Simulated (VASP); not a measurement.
# Yb (Im-3m) in VASP: further runs

Yb is run at these levels: LDA; tasks: single point.

All numbers are computed with VASP 6.6.1; they aren't measurements. Logs are shortened: lines on timing, memory, paths and dates and some standing lists are left out, and cuts for length are marked.

## 1. The cell of the first run

The structure is cubic, space group Im-3m (No. 229). Conventional cell: a = 3.934 Å, b = 3.934 Å, c = 3.934 Å, α = 90.00°, β = 90.00°, γ = 90.00°. Yb (site symmetry m-3m) has 14 Yb at 3.41 to 3.93 Å within 4.5 Å.

This isn't the form of Yb at room conditions, which is fcc.

## 2. Single point, LDA (30.44 Å³/atom)

INCAR reads:

```
ALGO = Normal ; EDIFF = 1E-6
ENCUT = 520 ; GGA = CA
ISIF = 2 ; ISMEAR = -1
LASPH = T ; LCHARG = F
LREAL = F ; LWAVE = F
NBANDS = 18 ; NELM = 60
PREC = Accurate ; SIGMA = 0.1
```

KPOINTS reads:

```
k-points
0
Gamma
  13 13 13
```

POSCAR reads:

```
Yb
1.0
   -1.9668968386      1.9668968386      1.9668968386
    1.9668968386     -1.9668968386      1.9668968386
    1.9668968386      1.9668968386     -1.9668968386
Yb
1
Direct
    0.0000000000      0.0000000000      0.0000000000
```

Potentials or basis: VASP PAW PBE potentials, release 64 (Yb).

Command:

```sh
$ cat potpaw_PBE.64/Yb/POTCAR > POTCAR
$ mpirun -np 1 vasp_std > vasp.out
```

OUTCAR:

```text
EDIFF = 1E-6
   ENCUT = 520
   GGA = CA
   ISIF = 2
   ISMEAR = -1
   LASPH = T
   LREAL = F
   NELM = 60
   PREC = Accurate

 ion  position               nearest neighbor table
   1  0.000  0.000  0.000-

  LATTYP: Found a body centered cubic cell.
 ALAT       =     3.9337936772

  Lattice vectors:

 A1 = (  -1.9668968386,   1.9668968386,   1.9668968386)
 A2 = (   1.9668968386,  -1.9668968386,   1.9668968386)
 A3 = (   1.9668968386,   1.9668968386,  -1.9668968386)

Analysis of symmetry for initial positions (statically):
=====================================================================
 Subroutine PRICEL returns:
 Original cell was already a primitive cell.

 Routine SETGRP: Setting up the symmetry group for a
 body centered cubic supercell.

 Subroutine GETGRP returns: Found 48 space group operations
 (whereof 48 operations were pure point group operations)
 out of a pool of 48 trial point group operations.

The static configuration has the point symmetry O_h .

Analysis of symmetry for dynamics (positions and initial velocities):
=====================================================================
 Subroutine PRICEL returns:
 Original cell was already a primitive cell.

 Routine SETGRP: Setting up the symmetry group for a
 body centered cubic supercell.

 Subroutine GETGRP returns: Found 48 space group operations
 (whereof 48 operations were pure point group operations)
 out of a pool of 48 trial point group operations.

The dynamic configuration has the point symmetry O_h .

 Subroutine INISYM returns: Found 48 space group operations
 (whereof 48 operations are pure point group operations),
 and found     1 'primitive' translations

----------------------------------------------------------------------------------------

                                     Primitive cell

  volume of cell :      30.4372

  direct lattice vectors                    reciprocal lattice vectors
    -1.966896839  1.966896839  1.966896839     0.000000000  0.254207537  0.254207537
     1.966896839 -1.966896839  1.966896839     0.254207537  0.000000000  0.254207537
     1.966896839  1.966896839 -1.966896839     0.254207537  0.254207537  0.000000000

  length of vectors
     3.406765258  3.406765258  3.406765258     0.359503746  0.359503746  0.359503746

  position of ions in fractional coordinates (direct lattice)
     0.000000000  0.000000000  0.000000000

  ion indices of the primitive-cell ions
   primitive index   ion index
                 1           1

----------------------------------------------------------------------------------------

 KPOINTS: k-points

Automatic generation of k-mesh.
 Grid dimensions read from file:
 generate k-points for:   13   13   13

 Generating k-lattice:

  Cartesian coordinates                     Fractional coordinates (reciprocal lattice)
     0.000000000  0.019554426  0.019554426     0.076923077  0.000000000  0.000000000
     0.019554426  0.000000000  0.019554426     0.000000000  0.076923077  0.000000000
     0.019554426  0.019554426  0.000000000     0.000000000  0.000000000  0.076923077

  Length of vectors
     0.027654134  0.027654134  0.027654134

  Shift w.r.t. Gamma in fractional coordinates (k-lattice)
     0.000000000  0.000000000  0.000000000

 Subroutine IBZKPT returns following result:
 ===========================================

 Found     84 irreducible k-points:

 Following reciprocal coordinates:
            Coordinates               Weight
  0.000000  0.000000  0.000000      1.000000
  0.076923  0.000000  0.000000     12.000000
  0.153846  0.000000  0.000000     12.000000
  0.230769  0.000000  0.000000     12.000000
  0.307692  0.000000  0.000000     12.000000
  0.384615  0.000000  0.000000     12.000000
[... 16 lines left out ...]
  0.153846  0.076923  0.076923     24.000000
  0.230769  0.076923  0.076923     24.000000
 [... further k-points ...]
   k-points           NKPTS =     84   k-points in BZ     NKDIM =     84   number of bands    NBANDS=     18
   number of dos      NEDOS =    301   number of ions     NIONS =      1
   total plane-waves  NPLWV =  21952
   dimension x,y,z NGX =    28 NGY =   28 NGZ =   28
   dimension x,y,z NGXF=    56 NGYF=   56 NGZF=   56
   ions per type =               1
   NGX,Y,Z   is equivalent  to a cutoff of  13.66, 13.66, 13.66 a.u.
   NGXF,Y,Z  is equivalent  to a cutoff of  27.33, 27.33, 27.33 a.u.
 SYSTEM =  unknown system
   PREC   = accura    normal or accurate (medium, high low for compatibility)
   ISTART =      0    job   : 0-new  1-cont  2-samecut
   ICHARG =      2    charge: 1-file 2-atom 10-const
   ISPIN  =      1    spin polarized calculation?
   LNONCOLLINEAR =      F non collinear calculations
   LSORBIT =      F    spin-orbit coupling
   LASPH  =      T    aspherical Exc in radial PAW
   ENCUT  =  520.0 eV  38.22 Ry    6.18 a.u.   6.33  6.33  6.33*2*pi/ulx,y,z
   NELM   =     60;   NELMIN=  2; NELMDL= -5     # of ELM steps
   EDIFF  = 0.1E-05   stopping-criterion for ELM
   LREAL  =      F    real-space projection
   EDIFFG = 0.1E-04   stopping-criterion for IOM
   NSW    =      0    number of steps for IOM
   IBRION =     -1    ionic relax: 0-MD 1-quasi-New 2-CG
   NFREE  =      0    steps in history (QN), initial steepest desc. (CG)
   ISIF   =      2    stress and relaxation
   ISYM   =      2    0-nonsym 1-usesym 2-fastsym
   POTIM  = 0.5000    time-step for ionic-motion
   TEBEG  =    0.0;   TEEND  =   0.0 temperature during run
   PSTRESS=    0.0 pullay stress
   NELECT =      24.0000    total number of electrons
   NUPDOWN=      -1.0000    fix difference up-down
   EMIN   =  10.00;   EMAX   =-10.00  energy-range for DOS
   EFERMI =   0.00;   METHOD = LEGACY
   ISMEAR =    -1;   SIGMA  =   0.10  broadening in eV -4-tet -1-fermi 0-gaus
   EFERMI_NEDOS =   21; number of points for ismear=-14 and -15
   IALGO  =     38    algorithm
   IMIX   =      4    mixing-type and parameters
     AMIX     =   0.40;   BMIX     =  1.00
     AMIX_MAG =   1.60;   BMIX_MAG =  1.00
  volume/ion in A,a.u.               =      30.44       205.40
  Fermi-wavevector in a.u.,A,eV,Ry     =   1.512436  2.858090 31.122818  2.287463
  Thomas-Fermi vector in A             =   2.622360
   LORBIT       =      0    0 simple, 1 ext, 2 COOP (PROOUT), +10 PAW based schemes
   GGA     = CA    functional components
   LHFCALC =     F    Hartree Fock is set to
   AEXX    =    0.0000 exact exchange contribution
   IVDW    =     0    specifies the selected vdW correction
   LEPSILON=     F    determine dielectric tensor
   LRPA    =     F    only Hartree local field effects (RPA)
 non-spin polarized calculation
  energy-cutoff  :      520.00
  volume of cell :       30.44
 maximum number of plane-waves:       836
 NGX is ok and might be reduce to    28
   NGX = 13   NGY = 13   NGZ = 13

 number of electron      23.9999991 magnetization

 Free energy of the ion-electron system (eV)
  ---------------------------------------------------
  ext. energy  EPLUGINS =         0.00000000
  ---------------------------------------------------
  free energy    TOTEN  =        -4.22957006 eV

  energy without entropy =       -4.15972672  energy(sigma->0) =       -4.19464839

 E-fermi :   1.8129     XC(G=0): -10.5458

 val. band max:        1.8035361833   @ k =  -0.4615  -0.4615   0.2308
 cond. band min:       1.8290128912   @ k =   0.3077   0.3077   0.0769
 fundamental gap:      0.0254767079
 Fermi energy:         1.8129347358

 k-point     1 :       0.0000    0.0000    0.0000
  band No.  band energies     occupation
      1     -49.5790      2.00000
      2     -21.7995      2.00000
      3     -21.7995      2.00000
      4     -21.7995      2.00000
      5      -3.6510      2.00000
      6       1.1718      1.99672
[... 10 lines left out ...]
     17       6.9940      0.00000
     18      13.5972      0.00000

 k-point     2 :       0.0769    0.0000    0.0000
  band No.  band energies     occupation
      1     -49.5767      2.00000
      2     -21.8363      2.00000
      3     -21.8109      2.00000
      4     -21.7997      2.00000
      5      -3.4761      2.00000
      6       1.1720      1.99671
[... 10 lines left out ...]
     17       6.9934      0.00000
     18      13.7823      0.00000

 k-point     3 :       0.1538    0.0000    0.0000
  band No.  band energies     occupation
      1     -49.5703      2.00000
      2     -21.9363      2.00000
      3     -21.8422      2.00000
      4     -21.8002      2.00000
      5      -2.9743      2.00000
      6       1.1735      1.99666
[... 10 lines left out ...]
     17       7.0151      0.00000
     18      14.1463      0.00000

 k-point     4 :       0.2308    0.0000    0.0000
  band No.  band energies     occupation
      1     -49.5612      2.00000
      2     -22.0735      2.00000
      3     -21.8858      2.00000
      4     -21.8009      2.00000
      5      -2.2172      2.00000
      6       1.1790      1.99648
[... 10 lines left out ...]
     17       7.1069      0.00000
     18      13.9266      0.00000

 k-point     5 :       0.3077    0.0000    0.0000
  band No.  band energies     occupation
      1     -49.5516      2.00000
      2     -22.2146      2.00000
      3     -21.9317      2.00000
      4     -21.8017      2.00000
      5      -1.3401      2.00000
      6       1.1856      1.99624
[... 10 lines left out ...]
     17       7.4490      0.00000
     18      12.9214      0.00000

 k-point     6 :       0.3846    0.0000    0.0000
  band No.  band energies     occupation
      1     -49.5436      2.00000
      2     -22.3282      2.00000
      3     -21.9694      2.00000
      4     -21.8024      2.00000
      5      -0.5691      2.00000
      6       1.1831      1.99633
[... 307 lines left out ...]
 k-point    21 :       0.3077    0.3077    0.0000
  band No.  band energies     occupation
      1     -49.5338      2.00000
      2     -22.2568      2.00000
      3     -22.1643      2.00000
      4     -21.8740      2.00000
      5       1.0462      1.99906
      6       1.2038      1.99549
[... 10 lines left out ...]
     17       8.6745      0.00000
     18      11.3995      0.00000

 k-point    22 :       0.0769    0.0769    0.0769
  band No.  band energies     occupation
      1     -49.5666      2.00000
      2     -22.0044      2.00000
      3     -21.8253      2.00000
      4     -21.8253      2.00000
      5      -2.6562      2.00000
      6       1.1824      1.99635
[... 10 lines left out ...]
     17       6.8115      0.00000
     18      14.2494      0.00000

 k-point    23 :       0.1538    0.0769    0.0769
  band No.  band energies     occupation
      1     -49.5584      2.00000
      2     -22.1193      2.00000
      3     -21.8714      2.00000
      4     -21.8284      2.00000
      5      -1.9184      2.00000
      6       1.1869      1.99619
[... 10 lines left out ...]
     17       7.1230      0.00000
     18      14.3661      0.00000

 k-point    24 :       0.2308    0.0769    0.0769
  band No.  band energies     occupation
      1     -49.5497      2.00000
      2     -22.2284      2.00000
      3     -21.9299      2.00000
      4     -21.8318      2.00000
      5      -1.0408      2.00000
      6       1.1945      1.99589
[... 10 lines left out ...]
     17       7.9580      0.00000
     18      12.8576      0.00000

 [... further k-points ...]
[... 5 lines left out ...]
  --------------------------------------------------------------------------------------
  -------------------------------------------------------------------------------------
  Total       -0.1848829     -0.1848829     -0.1848829      0.0000000      0.0000000      0.0000000
  in kB       -9.7320106     -9.7320106     -9.7320106      0.0000000      0.0000000      0.0000000
  external PRESSURE =      -9.7320106 kB  Pullay stress =       0.0000000 kB

 VOLUME and BASIS-vectors are now :
 -----------------------------------------------------------------------------
  energy-cutoff  :      520.00
  volume of cell :       30.44
      direct lattice vectors                 reciprocal lattice vectors
    -1.966896839  1.966896839  1.966896839     0.000000000  0.254207537  0.254207537
     1.966896839 -1.966896839  1.966896839     0.254207537  0.000000000  0.254207537
     1.966896839  1.966896839 -1.966896839     0.254207537  0.254207537  0.000000000

 POSITION                                       TOTAL-FORCE (eV/Angst)
 -----------------------------------------------------------------------------------
      0.00000      0.00000      0.00000        -0.000000      0.000000     -0.000000
 -----------------------------------------------------------------------------------
    total drift:                               -0.000000     -0.000000     -0.000000

  FREE ENERGIE OF THE ION-ELECTRON SYSTEM (eV)
  ---------------------------------------------------
  free  energy   TOTEN  =        -4.2295700555 eV

  energy  without entropy=       -4.1597267211  energy(sigma->0) =       -4.19464839
```

Wall time 32 s (1 thread of Intel Xeon 6975P-C (Granite Rapids), shared host); peak memory 0.19 GiB.

Results:

* Free energy: -4.2296 eV
* Pressure: -1.0 GPa
* Band gap on the k mesh: zero (bands 12 and 13 overlap by 0.77 eV)

Caveat: the PAW data sets were made with another functional, which shifts forces and pressure a little; spin-orbit coupling is left out, which moves the levels of the heavy elements.

## 3. Single point, LDA (31.61 Å³/atom)

This run uses another cell than the first one, of 31.61 Å³/atom.

INCAR reads:

```
SYSTEM = Yb
PREC = Accurate ; ENCUT = 520
EDIFF = 1E-7 ; ISMEAR = -1
SIGMA = 0.1 ; LREAL = .FALSE.
LASPH = .TRUE. ; NELM = 80
ALGO = Normal ; ISIF = 2
LWAVE = .FALSE. ; LCHARG = .FALSE.
GGA = CA ; NBANDS = 18
```

KPOINTS reads:

```
regular mesh
0
G
  13 13 13
  0 0 0
```

POSCAR reads:

```
Yb
1.0
   -1.9917969102      1.9917969102      1.9917969102
    1.9917969102     -1.9917969102      1.9917969102
    1.9917969102      1.9917969102     -1.9917969102
Yb
1
Direct
    0.0000000000      0.0000000000      0.0000000000
```

Potentials or basis: VASP PAW PBE potentials, release 64 (Yb).

Command:

```sh
$ cat potpaw_PBE.64/Yb/POTCAR > POTCAR
$ mpirun -np 1 vasp_std > vasp.out
```

OUTCAR:

```text
SYSTEM = Yb
   PREC = Accurate
   ENCUT = 520
   EDIFF = 1E-7
   ISMEAR = -1
   LREAL = .FALSE.
   LASPH = .TRUE.
   NELM = 80
   ISIF = 2
   GGA = CA

 ion  position               nearest neighbor table
   1  0.000  0.000  0.000-

  LATTYP: Found a body centered cubic cell.
 ALAT       =     3.9835938204

  Lattice vectors:

 A1 = (  -1.9917969102,   1.9917969102,   1.9917969102)
 A2 = (   1.9917969102,  -1.9917969102,   1.9917969102)
 A3 = (   1.9917969102,   1.9917969102,  -1.9917969102)

Analysis of symmetry for initial positions (statically):
[... 182 lines left out ...]
      3     -21.9850      2.00000
      4     -21.9850      2.00000
      5      -3.7029      2.00000
      6       1.0634      1.99631
[... 481 lines left out ...]
      5      -1.1704      2.00000
      6       1.0849      1.99543
[... 10 lines left out ...]
     17       7.6447      0.00000
     18      12.3012      0.00000

 [... further k-points ...]
[... 5 lines left out ...]
  --------------------------------------------------------------------------------------
  -------------------------------------------------------------------------------------
  Total       -0.4193613     -0.4193613     -0.4193613      0.0000000      0.0000000     -0.0000000
  in kB      -21.2570905    -21.2570905    -21.2570905      0.0000000      0.0000000     -0.0000000
  external PRESSURE =     -21.2570905 kB  Pullay stress =       0.0000000 kB

 VOLUME and BASIS-vectors are now :
 -----------------------------------------------------------------------------
  energy-cutoff  :      520.00
  volume of cell :       31.61
      direct lattice vectors                 reciprocal lattice vectors
    -1.991796910  1.991796910  1.991796910     0.000000000  0.251029609  0.251029609
     1.991796910 -1.991796910  1.991796910     0.251029609  0.000000000  0.251029609
     1.991796910  1.991796910 -1.991796910     0.251029609  0.251029609  0.000000000

 POSITION                                       TOTAL-FORCE (eV/Angst)
 -----------------------------------------------------------------------------------
      0.00000      0.00000      0.00000         0.000000     -0.000000      0.000000
 -----------------------------------------------------------------------------------
    total drift:                                0.000000     -0.000000     -0.000000

  FREE ENERGIE OF THE ION-ELECTRON SYSTEM (eV)
  ---------------------------------------------------
  free  energy   TOTEN  =        -4.2184075639 eV

  energy  without entropy=       -4.1472448573  energy(sigma->0) =       -4.18282621
```

stdout:

```text
POSCAR found type information on POSCAR Yb
 POSCAR found :  1 types and       1 ions
 scaLAPACK will be used
 -----------------------------------------------------------------------------
|                                                                             |
|                                                                             |
|     You enforced a specific xc type in the INCAR file but a different       |
|     I HOPE YOU KNOW WHAT YOU ARE DOING!                                     |
|                                                                             |
 -----------------------------------------------------------------------------

 LDA part: xc-table for (Slater(with rela. corr.)+CA(PZ))
 , standard interpolation
 POSCAR, INCAR and KPOINTS ok, starting setup
 FFT: planning ... GRIDC
 FFT: planning ... GRID_SOFT
 FFT: planning ... GRID
 WAVECAR not read
 entering main loop
```

Wall time 34 s (1 thread of Intel Xeon 6975P-C (Granite Rapids), shared host); peak memory 0.19 GiB.

Results:

```yaml
Free_energy: -4.2184 eV
Pressure: -2.1 GPa
Band_gap_on_the_k_mesh: zero (bands 12 and 13 overlap by 0.72 eV)
```

Caveat: the PAW data sets were made with another functional, which shifts forces and pressure a little; spin-orbit coupling is left out, which moves the levels of the heavy elements.

## 4. Single point, LDA (32.78 Å³/atom)

This run uses another cell than the first one, of 32.78 Å³/atom.

INCAR reads:

```
PREC = Accurate
ENCUT = 520
EDIFF = 1E-7
ISMEAR = -1
SIGMA = 0.1
LREAL = F
LASPH = T
NELM = 100
ALGO = Normal
ISIF = 2
LWAVE = F
LCHARG = T
GGA = CA
LELF = T
LVHAR = T
NBANDS = 18
```

KPOINTS reads:

```
regular mesh
0
Gamma
  13 13 13
```

POSCAR reads:

```
Yb
1.0
   -2.0160895106      2.0160895106      2.0160895106
    2.0160895106     -2.0160895106      2.0160895106
    2.0160895106      2.0160895106     -2.0160895106
Yb
1
Direct
    0.0000000000      0.0000000000      0.0000000000
```

Command:

```sh
$ cat potpaw_PBE.64/Yb/POTCAR > POTCAR
$ mpirun -np 1 vasp_std > vasp.out
```

Run time: 38 s. Hardware: 1 thread of Intel Xeon 6975P-C (Granite Rapids), shared host; peak memory 0.19 GiB.

Results (log left out):

- Free energy: -4.2017 eV
- Pressure: -2.9 GPa
- Band gap on the k mesh: zero (bands 12 and 13 overlap by 0.68 eV)

Levels at points of the mesh, in eV from the Fermi level:
| k point | band 9 | band 10 | band 11 | band 12 | band 13 | band 14 | band 15 | band 16 |
| --- | --- | --- | --- | --- | --- | --- | --- | --- |
| (0.00, 0.00, 0.00) | -0.46 | -0.46 | -0.46 | -0.42 | 2.84 | 2.84 | 2.84 | 4.94 |

Caveat: the PAW data sets were made with another functional, which shifts forces and pressure a little; spin-orbit coupling is left out, which moves the levels of the heavy elements. Spin polarisation is off, so any magnetic state and its effect on volume and gap are missing.

## 5. Summary

| cell | gap on the mesh (eV) | pressure (GPa) |
| --- | --- | --- |
| a = 3.407 Å, angles 109.5°, 1 atom | none | -1.0 |
| a = 3.450 Å, angles 109.5°, 1 atom | none | -2.1 |
| a = 3.492 Å, angles 109.5°, 1 atom | none | -2.9 |

Alike in all rows: task single point; level LDA; potentials or basis VASP PAW PBE potentials, release 64 (Yb); no spin polarisation; k mesh 13 × 13 × 13; cutoff (eV) 520; smearing fermi-dirac 0.1 eV.

Caveats: the PAW data sets were made with another functional, which shifts forces and pressure a little; spin-orbit coupling is left out, which moves the levels of the heavy elements.

Absolute energies hang on the potentials; compare differences alone.

The gap in the log of VASP goes by the Fermi energy; the results here count the filled bands.